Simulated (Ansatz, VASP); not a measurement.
## MnO2 in VASP and in Ansatz

File INCAR:

```
SYSTEM = MnO2
ALGO     = Normal         ! electronic algorithm
EDIFF    = 1E-6           ! SCF threshold, eV
ENCUT    = 520            ! plane-wave cutoff, eV
GGA      = PS             ! functional
ISIF     = 2              ! what is computed and relaxed
ISMEAR   = -1             ! smearing method
ISPIN    = 2              ! spin polarisation
LASPH    = .TRUE.         ! aspherical terms in the spheres
LCHARG   = .TRUE.         ! write CHGCAR
LDAU     = .TRUE.         ! DFT+U
LDAUJ    = 0 0          
LDAUL    = 2 -1           ! shell
LDAUPRINT= 1            
LDAUTYPE = 2            
LDAUU    = 3.9 0          ! U, eV
LELF     = .TRUE.         ! ELF
LMAXMIX  = 4              ! l up to which the mixer works
LORBIT   = 11             ! projections on sites
LREAL    = .FALSE.        ! projectors in reciprocal space
LVHAR    = .TRUE.       
LWAVE    = .FALSE.        ! write WAVECAR
MAGMOM   = 4.5 4.5 4.5 4.5 0 0 0 0 0 0 0 0 ! initial moments
NBANDS   = 66             ! bands
NELM     = 150            ! most SCF steps
PREC     = Accurate       ! precision mode
SIGMA    = 0.05           ! smearing width, eV
```

File KPOINTS:

```
k-points
0
G
  2 6 4
  0 0 0
```

Contents of POSCAR:

```
MnO2
1.0
    9.3200000000      0.0000000000      0.0000000000
    0.0000000000      2.8500000000      0.0000000000
    0.0000000000      0.0000000000      4.4600000000
Mn O
4 8
Direct
    0.6400000000      0.2500000000      0.4800000000
    0.3600000000      0.7500000000      0.5200000000
    0.1400000000      0.2500000000      0.0200000000
    0.8600000000      0.7500000000      0.9800000000
    0.5350000000      0.7500000000      0.2900000000
    0.4650000000      0.2500000000      0.7100000000
    0.0350000000      0.7500000000      0.2100000000
    0.9650000000      0.2500000000      0.7900000000
    0.7850000000      0.2500000000      0.1900000000
    0.2150000000      0.7500000000      0.8100000000
    0.2850000000      0.2500000000      0.3100000000
    0.7150000000      0.7500000000      0.6900000000
```

Input for Ansatz:

```yaml
crystal:
  lattice:
    - [9.32, 0.0, 0.0]
    - [0.0, 2.85, 0.0]
    - [0.0, 0.0, 4.46]
  atoms:
    - { symbol: Mn, position: [0.64, 0.25, 0.48], spin: 4.5 }
    - { symbol: Mn, position: [0.36, 0.75, 0.52], spin: 4.5 }
    - { symbol: Mn, position: [0.14, 0.25, 0.02], spin: 4.5 }
    - { symbol: Mn, position: [0.86, 0.75, 0.98], spin: 4.5 }
    - { symbol: O, position: [0.535, 0.75, 0.29] }
    - { symbol: O, position: [0.465, 0.25, 0.71] }
    - { symbol: O, position: [0.035, 0.75, 0.21] }
    - { symbol: O, position: [0.965, 0.25, 0.79] }
    - { symbol: O, position: [0.785, 0.25, 0.19] }
    - { symbol: O, position: [0.215, 0.75, 0.81] }
    - { symbol: O, position: [0.285, 0.25, 0.31] }
    - { symbol: O, position: [0.715, 0.75, 0.69] }
magnetization:
  spin_polarized: true
hamiltonian:
  xc: pbesol
  pseudopotentials: { kind: paw }
  hubbard: { sites: [{ species: Mn, l: d, u_eff: 3.9 }] }
basis:
  ecutwfc: 420
kpoints:
  mp_grid: { grid: [2, 6, 4] }
scf:
  occupations: { method: fermi_dirac, width: 0.05 }
  lower_state_search: "off"
output:
  forces: true
  stress: true
```

Alike in both runs: task single point; functional PBEsol; k mesh 2 × 6 × 4; occupations fermi-dirac, width 0.05 eV; collinear spin; Hubbard terms Mn d U = 3.9 eV.

|  | VASP | Ansatz |
| --- | --- | --- |
| version | VASP 6.6.1 | Ansatz 0.2.0 |
| potentials or method | VASP PAW PBE potentials, release 64 (Mn_pv, O), cutoff 520 eV | PAW, plane waves, scalar-relativistic |
| valence electrons in the cell | 100 | 108 |

|  | VASP | Ansatz | Ansatz less VASP |
| --- | --- | --- | --- |
| pressure (GPa) | 7.1 | 6.4 | -0.76 |
| traceless stress, the component that is largest in VASP (GPa) | -5.26 | -5.25 | +0.013 |
| rms of the force components (eV/Å) | 0.823 | 0.808 | -0.0149 |
| net moment per atom (μB) | 1.00 | 1.00 | 0.000 |
| size of the moment on the site where the two differ most (μB) | 3.12 | 2.69 | -0.436 |

VASP's potentials were made for PBE, not for PBEsol. Site moments also hang on the region over which each program counts them. The programs project onto different local orbitals, so the same U acts differently, and such runs can settle in different states. Atom by atom the forces differ by 0.035 eV/Å (rms over components). VASP's potentials hold 100 valence electrons a cell and Ansatz's 108, so a difference there can come from the potentials and not from the codes.
